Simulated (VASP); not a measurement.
# KCd2P2 (P-6m2) in VASP: relaxation of cell and atoms with PBE

Aim: the relaxation of cell and atoms of KCd2P2 with PBE.

Everything below comes from runs of VASP 6.6.1. Logs are shortened: lines on timing, memory, paths and dates and some standing lists are left out, and cuts for length are marked.

**1. The cell of the first run**

The structure is hexagonal, space group P-6m2 (No. 187). Conventional cell: a = 4.992 Å, b = 4.992 Å, c = 6.285 Å, α = 90.00°, β = 90.00°, γ = 120.00°. Within 3.8 Å of K (site symmetry -6m2) lie 5 Cd at 2.88 to 3.14 Å and 6 P at 3.52 Å. Within 4.3 Å of Cd (site symmetry -6m2) lie 6 P at 3.09 Å and 2 K at 3.14 Å and 6 Cd at 4.26 Å. Cd (site symmetry -6m2) has 3 K at 2.88 Å and 6 P at 3.52 Å within 3.8 Å. Within 3.1 Å of P (site symmetry 3m) lie 1 P at 2.24 Å and 3 Cd at 3.09 Å.

The cell was generated, and may not be a known phase.

**2. Relaxation of cell and atoms, PBE**

INCAR

```
SYSTEM = KCd2P2
PREC = Accurate
ENCUT = 500
EDIFF = 1E-7
ISMEAR = 0
SIGMA = 0.1
LREAL = .False.
LASPH = .True.
NELM = 120
ALGO = Normal
ISIF = 3
LWAVE = .False.
LCHARG = .False.
GGA = PE
IBRION = 2
NSW = 100
EDIFFG = -0.01
GGA_COMPAT = .False.
NELMIN = 4
```

KPOINTS

```
regular mesh
0
Gamma
  12 12 6
  0 0 0
```

POSCAR

```
KCd2P2
1.0
    4.9916667758      0.0000000000      0.0000000000
   -2.4958333879      4.3229102351      0.0000000000
    0.0000000000      0.0000000000      6.2849149243
K Cd P
1 2 2
Direct
    0.6666666667      0.3333333333      0.0000000000
    0.6666666667      0.3333333333      0.5000000000
    0.3333333333      0.6666666667      0.0000000000
    0.0000000000      0.0000000000      0.6778615402
    0.0000000000      0.0000000000      0.3221384598
```

Potentials or basis: VASP PAW PBE potentials, release 64 (K_sv, Cd, P).

Command:

```sh
> cat potpaw_PBE.64/K_sv/POTCAR potpaw_PBE.64/Cd/POTCAR potpaw_PBE.64/P/POTCAR > POTCAR
> mpirun -np 1 vasp_std > vasp.out
```

OUTCAR:

```text
SYSTEM = KCd2P2
   PREC = Accurate
   ENCUT = 500
   EDIFF = 1E-7
   ISMEAR = 0
   LREAL = .False.
   LASPH = .True.
   NELM = 120
   ISIF = 3
   GGA = PE
   IBRION = 2
   NSW = 100
   EDIFFG = -0.01
   NELMIN = 4

 ion  position               nearest neighbor table
   1  0.667  0.333  0.000-   3 2.88   3 2.88   3 2.88   2 3.14   2 3.14
   2  0.667  0.333  0.500-   4 3.09   5 3.09   4 3.09   5 3.09   4 3.09   5 3.09   1 3.14   1 3.14

   3  0.333  0.667  0.000-   1 2.88   1 2.88   1 2.88
   4  0.000  0.000  0.678-   5 2.24   2 3.09   2 3.09   2 3.09
   5  0.000  0.000  0.322-   4 2.24   2 3.09   2 3.09   2 3.09

  LATTYP: Found a hexagonal cell.
 ALAT       =     4.9916667758
 C/A-ratio  =     1.2590814264

  Lattice vectors:

 A1 = (   4.9916667758,   0.0000000000,   0.0000000000)
 A2 = (  -2.4958333879,   4.3229102351,   0.0000000000)
 A3 = (   0.0000000000,   0.0000000000,   6.2849149243)

Analysis of symmetry for initial positions (statically):
=====================================================================
 Subroutine PRICEL returns:
 Original cell was already a primitive cell.

 Routine SETGRP: Setting up the symmetry group for a
 hexagonal supercell.

 Subroutine GETGRP returns: Found 12 space group operations
 (whereof 12 operations were pure point group operations)
 out of a pool of 24 trial point group operations.

The static configuration has the point symmetry D_3h.

Analysis of symmetry for dynamics (positions and initial velocities):
=====================================================================
 Subroutine PRICEL returns:
 Original cell was already a primitive cell.

 Routine SETGRP: Setting up the symmetry group for a
 hexagonal supercell.

 Subroutine GETGRP returns: Found 12 space group operations
 (whereof 12 operations were pure point group operations)
 out of a pool of 24 trial point group operations.

The dynamic configuration has the point symmetry D_3h.

 Subroutine INISYM returns: Found 12 space group operations
 (whereof 12 operations are pure point group operations),
 and found     1 'primitive' translations

----------------------------------------------------------------------------------------

                                     Primitive cell

  volume of cell :     135.6192

  direct lattice vectors                    reciprocal lattice vectors
     4.991666776  0.000000000  0.000000000     0.200333885  0.115662823  0.000000000
    -2.495833388  4.322910235  0.000000000     0.000000000  0.231325645  0.000000000
     0.000000000  0.000000000  6.284914924     0.000000000  0.000000000  0.159111143

  length of vectors
     4.991666776  4.991666776  6.284914924     0.231325645  0.231325645  0.159111143

  position of ions in fractional coordinates (direct lattice)
     0.666666667  0.333333333  0.000000000
     0.666666667  0.333333333  0.500000000
     0.333333333  0.666666667  0.000000000
     0.000000000  0.000000000  0.677861540
     0.000000000  0.000000000  0.322138460

  ion indices of the primitive-cell ions
   primitive index   ion index
                 1           1
                 2           2
                 3           3
                 4           4
                 5           5

----------------------------------------------------------------------------------------

 KPOINTS: regular mesh

Automatic generation of k-mesh.
 Grid dimensions read from file:
 generate k-points for:   12   12    6

 Generating k-lattice:

  Cartesian coordinates                     Fractional coordinates (reciprocal lattice)
     0.016694490  0.009638569  0.000000000     0.083333333  0.000000000  0.000000000
     0.000000000  0.019277137  0.000000000     0.000000000  0.083333333  0.000000000
     0.000000000  0.000000000  0.026518524     0.000000000  0.000000000  0.166666667

  Length of vectors
     0.019277137  0.019277137  0.026518524

  Shift w.r.t. Gamma in fractional coordinates (k-lattice)
     0.000000000  0.000000000  0.000000000

 Subroutine IBZKPT returns following result:
 ===========================================

 Found     76 irreducible k-points:

 Following reciprocal coordinates:
            Coordinates               Weight
  0.000000  0.000000  0.000000      1.000000
  0.083333  0.000000  0.000000      6.000000
  0.166667  0.000000  0.000000      6.000000
  0.250000  0.000000  0.000000      6.000000
  0.333333  0.000000  0.000000      6.000000
  0.416667  0.000000  0.000000      6.000000
[... 16 lines left out ...]
  0.250000  0.000000  0.166667     12.000000
  0.333333  0.000000  0.166667     12.000000
 [... further k-points ...]
   k-points           NKPTS =     76   k-points in BZ     NKDIM =     76   number of bands    NBANDS=     25
   number of dos      NEDOS =    301   number of ions     NIONS =      5
   total plane-waves  NPLWV =  62208
   dimension x,y,z NGX =    36 NGY =   36 NGZ =   48
   dimension x,y,z NGXF=    72 NGYF=   72 NGZF=   96
   ions per type =               1   2   2
   NGX,Y,Z   is equivalent  to a cutoff of  11.99, 11.99, 12.70 a.u.
   NGXF,Y,Z  is equivalent  to a cutoff of  23.98, 23.98, 25.39 a.u.
 SYSTEM =  KCd2P2
   PREC   = accura    normal or accurate (medium, high low for compatibility)
   ISTART =      0    job   : 0-new  1-cont  2-samecut
   ICHARG =      2    charge: 1-file 2-atom 10-const
   ISPIN  =      1    spin polarized calculation?
   LNONCOLLINEAR =      F non collinear calculations
   LSORBIT =      F    spin-orbit coupling
   LASPH  =      T    aspherical Exc in radial PAW
   ENCUT  =  500.0 eV  36.75 Ry    6.06 a.u.   9.10  9.10 11.46*2*pi/ulx,y,z
   NELM   =    120;   NELMIN=  4; NELMDL= -5     # of ELM steps
   EDIFF  = 0.1E-06   stopping-criterion for ELM
   LREAL  =      F    real-space projection
   EDIFFG = -.1E-01   stopping-criterion for IOM
   NSW    =    100    number of steps for IOM
   IBRION =      2    ionic relax: 0-MD 1-quasi-New 2-CG
   NFREE  =      1    steps in history (QN), initial steepest desc. (CG)
   ISIF   =      3    stress and relaxation
   ISYM   =      2    0-nonsym 1-usesym 2-fastsym
   POTIM  = 0.5000    time-step for ionic-motion
   TEBEG  =    0.0;   TEEND  =   0.0 temperature during run
   PSTRESS=    0.0 pullay stress
   NELECT =      43.0000    total number of electrons
   NUPDOWN=      -1.0000    fix difference up-down
   EMIN   =  10.00;   EMAX   =-10.00  energy-range for DOS
   EFERMI =   0.00;   METHOD = LEGACY
   ISMEAR =     0;   SIGMA  =   0.10  broadening in eV -4-tet -1-fermi 0-gaus
   EFERMI_NEDOS =   21; number of points for ismear=-14 and -15
   IALGO  =     38    algorithm
   IMIX   =      4    mixing-type and parameters
     AMIX     =   0.40;   BMIX     =  1.00
     AMIX_MAG =   1.60;   BMIX_MAG =  1.00
  volume/ion in A,a.u.               =      27.12       183.04
  Fermi-wavevector in a.u.,A,eV,Ry     =   1.116325  2.109548 16.955323  1.246181
  Thomas-Fermi vector in A             =   2.252938
   LORBIT       =      0    0 simple, 1 ext, 2 COOP (PROOUT), +10 PAW based schemes
   GGA     = PE    functional components
   LHFCALC =     F    Hartree Fock is set to
   AEXX    =    0.0000 exact exchange contribution
   IVDW    =     0    specifies the selected vdW correction
   LEPSILON=     F    determine dielectric tensor
   LRPA    =     F    only Hartree local field effects (RPA)
 conjugate gradient relaxation of ions
 non-spin polarized calculation
 Gauss-broadening in eV      SIGMA  =   0.10
  energy-cutoff  :      500.00
  volume of cell :      135.62
 maximum number of plane-waves:      3465
   NGX = 19   NGY = 19   NGZ = 23

--------------------------------------- Ionic step        1  -------------------------------------------

 number of electron      43.0000001 magnetization

 Free energy of the ion-electron system (eV)
  ---------------------------------------------------
  ext. energy  EPLUGINS =         0.00000000
  ---------------------------------------------------
  free energy    TOTEN  =       -11.17446774 eV

  energy without entropy =      -11.14903629  energy(sigma->0) =      -11.16175201

------------------------ aborting loop because EDIFF is reached ----------------------------------------

  FORCE on cell =-STRESS in cart. coord.  units (eV):
  Direction    XX          YY          ZZ          XY          YZ          ZX
  --------------------------------------------------------------------------------------
  -------------------------------------------------------------------------------------
  Total        0.3428559      0.3428559     -0.5276946     -0.0000000      0.0000000     -0.0000000
  in kB        4.0504287      4.0504287     -6.2340753     -0.0000000      0.0000000     -0.0000000
  external PRESSURE =       0.6222607 kB  Pullay stress =       0.0000000 kB
[... 219 lines left out ...]
  energy  without entropy=      -11.1580766236  energy(sigma->0) =      -11.17093074

--------------------------------------- Ionic step        7  -------------------------------------------

 number of electron      43.0000001 magnetization

 Free energy of the ion-electron system (eV)
  ---------------------------------------------------
  ext. energy  EPLUGINS =         0.00000000
  ---------------------------------------------------
  free energy    TOTEN  =       -11.18389705 eV

  energy without entropy =      -11.15797278  energy(sigma->0) =      -11.17093491

 E-fermi :   1.9647     XC(G=0):  -8.8749

 val. band max:        1.9576666645   @ k =   0.2500   0.0000   0.5000
 cond. band min:       1.9677860113   @ k =   0.1667   0.1667   0.1667
 fundamental gap:      0.0101193468
 Fermi energy:         1.9647418629

 k-point     1 :       0.0000    0.0000    0.0000
  band No.  band energies     occupation
      1     -28.6861      2.00000
      2     -12.3326      2.00000
      3     -12.3326      2.00000
      4     -12.2703      2.00000
      5      -9.8734      2.00000
      6      -6.6171      2.00000
[... 661 lines left out ...]
     24       4.5086      0.00000
     25       5.0901      0.00000

 [... further k-points ...]

------------------------ aborting loop because EDIFF is reached ----------------------------------------

  FORCE on cell =-STRESS in cart. coord.  units (eV):
  Direction    XX          YY          ZZ          XY          YZ          ZX
  --------------------------------------------------------------------------------------
  -------------------------------------------------------------------------------------
  Total       -0.0052881     -0.0052881      0.0378849      0.0000000      0.0000000     -0.0000000
  in kB       -0.0610553     -0.0610553      0.4374078      0.0000000      0.0000000     -0.0000000
  external PRESSURE =       0.1050991 kB  Pullay stress =       0.0000000 kB
[... 20 lines left out ...]
  FREE ENERGIE OF THE ION-ELECTRON SYSTEM (eV)
  ---------------------------------------------------
  free  energy   TOTEN  =       -11.1838970456 eV

  energy  without entropy=      -11.1579727798  energy(sigma->0) =      -11.17093491

 reached required accuracy - stopping structural energy minimisation
```

Wall time 28 min (1 thread of Oxide Virtual Turin-like, shared host); peak memory 0.38 GiB.

Results:

* Free energy: -11.1839 eV
* Relaxed volume: 27.75 Å³/atom
* Relaxed cell: a = 5.054 Å, b = 5.054 Å, c = 6.274 Å, α = 90.00°, β = 90.00°, γ = 120.00°
* Space group after relaxing (to 0.1 Å): P-6m2 (No. 187)
* Energy gained by relaxing: 1.9 meV/atom
* Ionic steps: 7
* Pressure after relaxing: 0.0 GPa
* Band gap on the k mesh: zero (an odd number of electrons rules out a gap without spin polarisation)

Forces in eV/Å, atoms in the order of the input:
```
K    0.000  0.000  0.000
Cd   0.000  0.000  0.000
Cd   0.000  0.000  0.000
P    0.000  0.000 -0.002
P    0.000  0.000  0.002
```

Step by step:
```
step  energy change (eV)  largest force (eV/Å)  pressure (GPa)  volume (Å³)
   1              0.0000                0.2327            0.06       135.62
   2             -0.0060                0.0030            0.35       135.82
   3             -0.0061                0.0428            0.39       135.85
   4             -0.0086                0.0107            0.18       137.28
   5             -0.0092                0.0168            0.01       138.48
   6             -0.0093                0.0126            0.01       138.57
   7             -0.0094                0.0020            0.01       138.77
```

Final structure:
```
K Cd P
1.0
     5.05351    0.00000    0.00000
    -2.52676    4.37647    0.00000
     0.00000    0.00000    6.27441
K Cd P
1 2 2
Direct
  0.66667 0.33333 0.00000
  0.66667 0.33333 0.50000
  0.33333 0.66667 0.00000
  0.00000 0.00000 0.67471
  0.00000 0.00000 0.32529
```
